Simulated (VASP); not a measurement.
# BaS (Fm-3m) in VASP: notebook

The runs below take BaS through single point, with PBE.

All numbers are computed with VASP 6.6.1; they aren't measurements. Logs are shortened: lines on timing, memory, paths and dates and some standing lists are left out, and cuts for length are marked.

### Step 1. The cell of the first run

It takes space group Fm-3m (No. 225, cubic). The conventional cell has a = 5.829 Å, b = 5.829 Å, c = 5.829 Å, α = 90.00°, β = 90.00°, γ = 90.00°. Within 3.8 Å of Ba (site symmetry m-3m) lie 6 S at 2.91 Å. Within 3.8 Å of S (site symmetry m-3m) lie 6 Ba at 2.91 Å.

### Step 2. Single point, PBE (O replaced by S, lengths x 1.083, strained)

The input, INCAR:

```
SYSTEM = BaS
PREC = Accurate
ENCUT = 500
EDIFF = 1E-6
ISMEAR = 0
SIGMA = 0.1
LREAL = .False.
LASPH = .True.
NELM = 120
ALGO = Normal
ISIF = 2
LWAVE = .False.
LCHARG = .False.
GGA = PE
NBANDS = 15
GGA_COMPAT = .False.
```

The input, KPOINTS:

```
Automatic mesh
0
Gamma
  6 6 6
  0 0 0
```

The input, POSCAR:

```
BaS
1.0
    0.0000000000      2.9146272918      2.9146272918
    2.9146272918      0.0000000000      2.9146272918
    2.9146272918      2.9146272918      0.0000000000
Ba S
1 1
Direct
    0.0000000000      0.0000000000      0.0000000000
    0.5000000000      0.5000000000      0.5000000000
```

Potentials or basis: VASP PAW PBE potentials, release 64 (Ba_sv, S).

On the command line:

```
cat potpaw_PBE.64/Ba_sv/POTCAR potpaw_PBE.64/S/POTCAR > POTCAR
mpirun -np 1 vasp_std > vasp.out
```

OUTCAR:

```text
SYSTEM = BaS
   PREC = Accurate
   ENCUT = 500
   EDIFF = 1E-6
   ISMEAR = 0
   LREAL = .False.
   LASPH = .True.
   NELM = 120
   ISIF = 2
   GGA = PE

 ion  position               nearest neighbor table
   1  0.000  0.000  0.000-   2 2.91   2 2.91   2 2.91   2 2.91   2 2.91   2 2.91
   2  0.500  0.500  0.500-   1 2.91   1 2.91   1 2.91   1 2.91   1 2.91   1 2.91

  LATTYP: Found a face centered cubic cell.
 ALAT       =     5.8292545836

  Lattice vectors:

 A1 = (   0.0000000000,   2.9146272918,   2.9146272918)
 A2 = (   2.9146272918,   0.0000000000,   2.9146272918)
 A3 = (   2.9146272918,   2.9146272918,   0.0000000000)

Analysis of symmetry for initial positions (statically):
=====================================================================
 Subroutine PRICEL returns:
 Original cell was already a primitive cell.

 Routine SETGRP: Setting up the symmetry group for a
 face centered cubic supercell.

 Subroutine GETGRP returns: Found 48 space group operations
 (whereof 48 operations were pure point group operations)
 out of a pool of 48 trial point group operations.

The static configuration has the point symmetry O_h .

Analysis of symmetry for dynamics (positions and initial velocities):
=====================================================================
 Subroutine PRICEL returns:
 Original cell was already a primitive cell.

 Routine SETGRP: Setting up the symmetry group for a
 face centered cubic supercell.

 Subroutine GETGRP returns: Found 48 space group operations
 (whereof 48 operations were pure point group operations)
 out of a pool of 48 trial point group operations.

The dynamic configuration has the point symmetry O_h .

 Subroutine INISYM returns: Found 48 space group operations
 (whereof 48 operations are pure point group operations),
 and found     1 'primitive' translations

----------------------------------------------------------------------------------------

                                     Primitive cell

  volume of cell :      49.5198

  direct lattice vectors                    reciprocal lattice vectors
     0.000000000  2.914627292  2.914627292    -0.171548521  0.171548521  0.171548521
     2.914627292  0.000000000  2.914627292     0.171548521 -0.171548521  0.171548521
     2.914627292  2.914627292  0.000000000     0.171548521  0.171548521 -0.171548521

  length of vectors
     4.121905445  4.121905445  4.121905445     0.297130754  0.297130754  0.297130754

  position of ions in fractional coordinates (direct lattice)
     0.000000000  0.000000000  0.000000000
     0.500000000  0.500000000  0.500000000

  ion indices of the primitive-cell ions
   primitive index   ion index
                 1           1
                 2           2

----------------------------------------------------------------------------------------

 KPOINTS: Automatic mesh

Automatic generation of k-mesh.
 Grid dimensions read from file:
 generate k-points for:    6    6    6

 Generating k-lattice:

  Cartesian coordinates                     Fractional coordinates (reciprocal lattice)
    -0.028591420  0.028591420  0.028591420     0.166666667  0.000000000  0.000000000
     0.028591420 -0.028591420  0.028591420     0.000000000  0.166666667  0.000000000
     0.028591420  0.028591420 -0.028591420     0.000000000  0.000000000  0.166666667

  Length of vectors
     0.049521792  0.049521792  0.049521792

  Shift w.r.t. Gamma in fractional coordinates (k-lattice)
     0.000000000  0.000000000  0.000000000

 Subroutine IBZKPT returns following result:
 ===========================================

 Found     16 irreducible k-points:

 Following reciprocal coordinates:
            Coordinates               Weight
  0.000000  0.000000  0.000000      1.000000
  0.166667  0.000000  0.000000      8.000000
  0.333333  0.000000  0.000000      8.000000
  0.500000  0.000000  0.000000      4.000000
  0.166667  0.166667  0.000000      6.000000
  0.333333  0.166667  0.000000     24.000000
[... 8 lines left out ...]
 -0.333333  0.333333  0.166667     24.000000
 -0.333333  0.500000  0.166667     12.000000
   k-points           NKPTS =     16   k-points in BZ     NKDIM =     16   number of bands    NBANDS=     15
   number of dos      NEDOS =    301   number of ions     NIONS =      2
   total plane-waves  NPLWV =  27000
   dimension x,y,z NGX =    30 NGY =   30 NGZ =   30
   dimension x,y,z NGXF=    60 NGYF=   60 NGZF=   60
   ions per type =               1   1
   NGX,Y,Z   is equivalent  to a cutoff of  12.10, 12.10, 12.10 a.u.
   NGXF,Y,Z  is equivalent  to a cutoff of  24.20, 24.20, 24.20 a.u.
 SYSTEM =  BaS
   PREC   = accura    normal or accurate (medium, high low for compatibility)
   ISTART =      0    job   : 0-new  1-cont  2-samecut
   ICHARG =      2    charge: 1-file 2-atom 10-const
   ISPIN  =      1    spin polarized calculation?
   LNONCOLLINEAR =      F non collinear calculations
   LSORBIT =      F    spin-orbit coupling
   LASPH  =      T    aspherical Exc in radial PAW
   ENCUT  =  500.0 eV  36.75 Ry    6.06 a.u.   7.52  7.52  7.52*2*pi/ulx,y,z
   NELM   =    120;   NELMIN=  2; NELMDL= -5     # of ELM steps
   EDIFF  = 0.1E-05   stopping-criterion for ELM
   LREAL  =      F    real-space projection
   EDIFFG = 0.1E-04   stopping-criterion for IOM
   NSW    =      0    number of steps for IOM
   IBRION =     -1    ionic relax: 0-MD 1-quasi-New 2-CG
   NFREE  =      0    steps in history (QN), initial steepest desc. (CG)
   ISIF   =      2    stress and relaxation
   ISYM   =      2    0-nonsym 1-usesym 2-fastsym
   POTIM  = 0.5000    time-step for ionic-motion
   TEBEG  =    0.0;   TEEND  =   0.0 temperature during run
   PSTRESS=    0.0 pullay stress
   NELECT =      16.0000    total number of electrons
   NUPDOWN=      -1.0000    fix difference up-down
   EMIN   =  10.00;   EMAX   =-10.00  energy-range for DOS
   EFERMI =   0.00;   METHOD = LEGACY
   ISMEAR =     0;   SIGMA  =   0.10  broadening in eV -4-tet -1-fermi 0-gaus
   EFERMI_NEDOS =   21; number of points for ismear=-14 and -15
   IALGO  =     38    algorithm
   IMIX   =      4    mixing-type and parameters
     AMIX     =   0.40;   BMIX     =  1.00
     AMIX_MAG =   1.60;   BMIX_MAG =  1.00
  volume/ion in A,a.u.               =      24.76       167.09
  Fermi-wavevector in a.u.,A,eV,Ry     =   1.123367  2.122856 17.169929  1.261954
  Thomas-Fermi vector in A             =   2.260033
   LORBIT       =      0    0 simple, 1 ext, 2 COOP (PROOUT), +10 PAW based schemes
   GGA     = PE    functional components
   LHFCALC =     F    Hartree Fock is set to
   AEXX    =    0.0000 exact exchange contribution
   IVDW    =     0    specifies the selected vdW correction
   LEPSILON=     F    determine dielectric tensor
   LRPA    =     F    only Hartree local field effects (RPA)
 non-spin polarized calculation
 Gauss-broadening in eV      SIGMA  =   0.10
  energy-cutoff  :      500.00
  volume of cell :       49.52
 maximum number of plane-waves:      1278
   NGX = 15   NGY = 15   NGZ = 15

 number of electron      15.9999999 magnetization

 Free energy of the ion-electron system (eV)
  ---------------------------------------------------
  ext. energy  EPLUGINS =         0.00000000
  ---------------------------------------------------
  free energy    TOTEN  =        -9.13473423 eV

  energy without entropy =       -9.13473423  energy(sigma->0) =       -9.13473423

 E-fermi :   3.7808     XC(G=0):  -9.8270

 val. band max:        3.3059580074   @ k =   0.5000   0.5000   0.0000
 cond. band min:       4.5555273858   @ k =   0.5000   0.5000   0.0000
 fundamental gap:      1.2495693784
 Fermi energy:         3.7808186139

 k-point     1 :       0.0000    0.0000    0.0000
  band No.  band energies     occupation
      1     -22.2594      2.00000
      2      -7.6476      2.00000
      3      -7.2035      2.00000
      4      -7.2035      2.00000
      5      -7.2035      2.00000
      6       3.1699      2.00000
      7       3.1699      2.00000
      8       3.1699      2.00000
      9       6.8627      0.00000
     10       6.8627      0.00000
     11       6.8627      0.00000
     12       8.1174      0.00000
     13       8.1174      0.00000
     14       8.2992      0.00000
     15      12.2207      0.00000

 k-point     2 :       0.1667    0.0000    0.0000
  band No.  band energies     occupation
      1     -22.2175      2.00000
      2      -8.6766      2.00000
      3      -7.2221      2.00000
      4      -7.2221      2.00000
      5      -6.1730      2.00000
      6       2.3183      2.00000
      7       2.5675      2.00000
      8       2.5675      2.00000
      9       7.0266      0.00000
     10       7.4191      0.00000
     11       7.4191      0.00000
     12       9.3205      0.00000
     13       9.3205      0.00000
     14       9.4224      0.00000
     15      13.6559      0.00000

 k-point     3 :       0.3333    0.0000    0.0000
  band No.  band energies     occupation
      1     -22.1315      2.00000
      2      -9.5834      2.00000
      3      -7.2577      2.00000
      4      -7.2577      2.00000
      5      -5.2461      2.00000
      6       1.0764      2.00000
      7       1.7284      2.00000
      8       1.7284      2.00000
      9       7.8903      0.00000
     10       8.9365      0.00000
     11       8.9365      0.00000
     12      10.9181      0.00000
     13      11.9078      0.00000
     14      11.9078      0.00000
     15      15.4311      0.00000
[... 199 lines left out ...]
 k-point    15 :      -0.3333    0.3333    0.1667
  band No.  band energies     occupation
      1     -22.0500      2.00000
      2      -9.3087      2.00000
      3      -7.9122      2.00000
      4      -7.6902      2.00000
      5      -5.7885      2.00000
      6       1.3612      2.00000
      7       2.4824      2.00000
      8       2.6395      2.00000
      9       7.7953      0.00000
     10       7.9501      0.00000
     11      11.4106      0.00000
     12      11.4438      0.00000
     13      11.9667      0.00000
     14      13.9504      0.00000
     15      15.2532      0.00000

 k-point    16 :      -0.3333    0.5000    0.1667
  band No.  band energies     occupation
      1     -22.0382      2.00000
      2      -8.7479      2.00000
      3      -8.2766      2.00000
      4      -7.9054      2.00000
      5      -6.2832      2.00000
      6       1.9197      2.00000
      7       3.0125      2.00000
      8       3.1015      2.00000
      9       6.1036      0.00000
     10       9.2456      0.00000
     11      10.6065      0.00000
     12      11.6092      0.00000
     13      12.2110      0.00000
     14      13.6384      0.00000
     15      14.9910      0.00000

------------------------ aborting loop because EDIFF is reached ----------------------------------------

  FORCE on cell =-STRESS in cart. coord.  units (eV):
  Direction    XX          YY          ZZ          XY          YZ          ZX
  --------------------------------------------------------------------------------------
  -------------------------------------------------------------------------------------
  Total        7.7838808      7.7838808      7.7838808      0.0000000     -0.0000000     -0.0000000
  in kB      251.8417239    251.8417239    251.8417239      0.0000000     -0.0000000     -0.0000000
  external PRESSURE =     251.8417239 kB  Pullay stress =       0.0000000 kB

 VOLUME and BASIS-vectors are now :
 -----------------------------------------------------------------------------
  energy-cutoff  :      500.00
  volume of cell :       49.52
      direct lattice vectors                 reciprocal lattice vectors
     0.000000000  2.914627292  2.914627292    -0.171548521  0.171548521  0.171548521
     2.914627292  0.000000000  2.914627292     0.171548521 -0.171548521  0.171548521
     2.914627292  2.914627292  0.000000000     0.171548521  0.171548521 -0.171548521

 POSITION                                       TOTAL-FORCE (eV/Angst)
 -----------------------------------------------------------------------------------
      0.00000      0.00000      0.00000         0.000000      0.000000     -0.000000
      2.91463      2.91463      2.91463        -0.000000     -0.000000      0.000000
 -----------------------------------------------------------------------------------
    total drift:                               -0.000000      0.000000      0.000000

  FREE ENERGIE OF THE ION-ELECTRON SYSTEM (eV)
  ---------------------------------------------------
  free  energy   TOTEN  =        -9.1347342277 eV

  energy  without entropy=       -9.1347342277  energy(sigma->0) =       -9.13473423
```

It took 14 s on 1 thread of Intel Xeon Platinum 8259CL at 2.50GHz (Skylake/Cascade Lake), shared host; peak memory 0.17 GiB.

What came out:

- Free energy: -9.1347 eV
- Pressure: 25.2 GPa
- Band gap on the k mesh: 1.25 eV

Caveat: the cell differs from its parent crystal (O replaced by S, lengths x 1.083, strained); the cell stands under pressure; spin-orbit coupling is left out, which moves the levels of the heavy elements.

[end of part 1 of 2]
